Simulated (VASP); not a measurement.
## SiC30 (a cell with a defect): single point with PBE+D3(BJ)

System: SiC30 (a cell with a defect).

```
Si C
1.0
     5.67096    0.00000   -3.40266
    -2.86774   -4.92985   -3.35949
    -2.86774    4.92985   -3.35949
Si C
1 30
Cartesian
  0.3453 1.8688 -3.3726
  -0.0573 -1.2735 -6.8754
  2.1059 0.0250 -6.8355
  0.8078 0.0386 -3.1218
  -1.4700 1.3499 -3.5967
  2.9024 1.2262 -3.4561
  2.1293 -2.4252 -6.8040
  0.7052 -2.4383 -3.3001
  -1.3991 -1.1544 -3.3521
  2.8517 -1.2552 -3.3742
  4.9735 0.0248 -3.3934
  -2.2055 -0.0322 -6.6275
  -1.4286 -3.6438 -3.3034
  -0.0627 1.1981 -6.7598
  2.0581 2.4773 -6.7863
  -1.4888 3.7627 -3.3027
  -0.7091 -2.5454 -6.9973
  1.3868 -1.2188 -6.8318
  -2.1199 0.0806 -3.4716
  2.1810 -0.0252 -3.3162
  1.4359 -3.6695 -6.7716
  -2.1133 -2.3909 -3.3521
  -0.7468 2.4520 -6.6998
  0.0309 -1.1606 -3.2449
  1.3885 3.7126 -6.7644
  -5.0282 0.0626 -6.6980
  -0.7765 -0.0386 -6.7575
  -2.8802 1.2472 -6.6565
  1.3643 1.2319 -6.8201
  -2.2123 2.5107 -3.4276
  -2.9792 -1.2298 -6.5009
```

This cell differs from its parent crystal: atoms taken out, then relaxed in part.

| Item | Value |
| --- | --- |
| Program | VASP 6.6.1 |
| Task | single point |
| Functional | PBE |
| Dispersion | D3(BJ) |
| Potentials or basis | VASP PAW PBE potentials, release 64 (Si, C) |
| Cutoff | 520 eV |
| k mesh | 2 × 2 × 2, shifted |
| Occupations | gaussian, width 0.02 eV |
| Spin | no spin polarisation |

```yaml
Pressure: 1.1 GPa
Largest_force: 0.058 eV/Å
Band_gap_on_the_k_mesh: 0.52 eV
Dispersion_energy_per_atom: -0.160 eV
```

Forces in eV/Å, atoms in the order of the input:
```
Si  -0.002 -0.003 -0.008
C    0.001  0.003 -0.001
C    0.009 -0.012  0.000
C   -0.035  0.045  0.009
C    0.040 -0.012 -0.011
C    0.009 -0.012 -0.003
C    0.003 -0.002 -0.003
C    0.002 -0.002 -0.003
C    0.003  0.000 -0.005
C   -0.008 -0.002  0.004
C   -0.005 -0.001  0.001
C    0.013 -0.004 -0.002
C   -0.001  0.000  0.002
C    0.002 -0.008  0.005
C   -0.002 -0.003  0.009
C   -0.018 -0.002  0.004
C   -0.039  0.004 -0.016
C   -0.004  0.006  0.000
C    0.000  0.001  0.007
C    0.027  0.002 -0.006
C    0.003  0.001  0.005
C    0.001 -0.003 -0.001
C    0.003  0.005  0.006
C   -0.002  0.007  0.004
C   -0.002  0.008  0.003
C   -0.006  0.008 -0.001
C   -0.003  0.002 -0.002
C    0.001  0.000 -0.002
C   -0.006  0.000  0.005
C   -0.004  0.013 -0.006
C    0.023 -0.041  0.009
```

Stress tensor (GPa, compression positive):
```
 7.55 -9.68 -0.15
-9.68 -3.56 -0.14
-0.15 -0.14 -0.60
```

Levels at points of the mesh, in eV from the valence-band top:
| k point | band 58 | band 59 | band 60 | band 61 | band 62 | band 63 | band 64 | band 65 | band 66 | band 67 |
| --- | --- | --- | --- | --- | --- | --- | --- | --- | --- | --- |
| (0.25, 0.25, 0.25) | -1.90 | -1.82 | -1.66 | -1.09 | -0.91 | 0.76 | 2.38 | 2.62 | 2.69 | 3.29 |

Wall time 4.5 min on 1 thread of Intel Xeon 8259CL, on a shared host, peak memory 0.36 GiB.

Caveat: the cell differs from its parent crystal (atoms taken out, then relaxed in part).
